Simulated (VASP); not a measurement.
Wanted: the native input for a VASP 6.6.1 run.

```
Task                   : single point
Functional             : PBEsol
Potentials or basis    : VASP PAW PBE potentials, release 64 (Ni)
Cutoff                 : 520 eV
k mesh                 : 12 × 12 × 12
Occupations            : fermi-dirac, width 0.05 eV
Spin                   : collinear spin, ferromagnetic start
Starting moments       : [0.83, 0.83] μB
Dipole correction      : no
Further INCAR settings : ALGO = Normal; EDIFF = 1e-06; NBANDS = 21
```

The structure of Ni lies in POSCAR:

```
Ni
1.0
    0.0000000000      2.5364535282      2.5364535282
    2.5364535282      0.0000000000      2.5364535282
    2.5364535282      2.5364535282      0.0000000000
Ni
2
Direct
    0.1250000000      0.1250000000      0.1250000000
    0.8750000000      0.8750000000      0.8750000000
```

This cell differs from its parent crystal: volume scaled by 1.04.

One way to write it, as run:

INCAR

```
PREC = Accurate ; ENCUT = 520
EDIFF = 1E-6 ; ISMEAR = -1
SIGMA = 0.05 ; LREAL = False
LASPH = True ; NELM = 150
ALGO = Normal ; ISIF = 2
LWAVE = False ; LCHARG = False
ISPIN = 2 ; MAGMOM = 0.83 0.83
LORBIT = 11 ; LMAXMIX = 4
GGA = PS ; NBANDS = 21
```

KPOINTS

```
Automatic mesh
0
Gamma
  12 12 12
```

Potentials or basis: VASP PAW PBE potentials, release 64 (Ni).

Run with:

```bash
$ cat potpaw_PBE.64/Ni/POTCAR > POTCAR
$ mpirun -np 1 vasp_std > vasp.out
```

It gave:

| Quantity | Value |
| --- | --- |
| Pressure | -3.8 GPa |
| Net moment | 1.56 μB per cell |
| Site moments | Ni +0.79 μB |
| Valence electrons inside the program's atomic spheres | Ni 9.23 |

Caveat: the PAW data sets were made with another functional, which shifts forces and pressure a little.

Wall time 2.3 min on 1 thread of Intel(R) Xeon(R) Platinum 8259CL CPU @ 2.50GHz (Skylake/Cascade Lake), with other jobs on the host, peak memory 0.21 GiB.
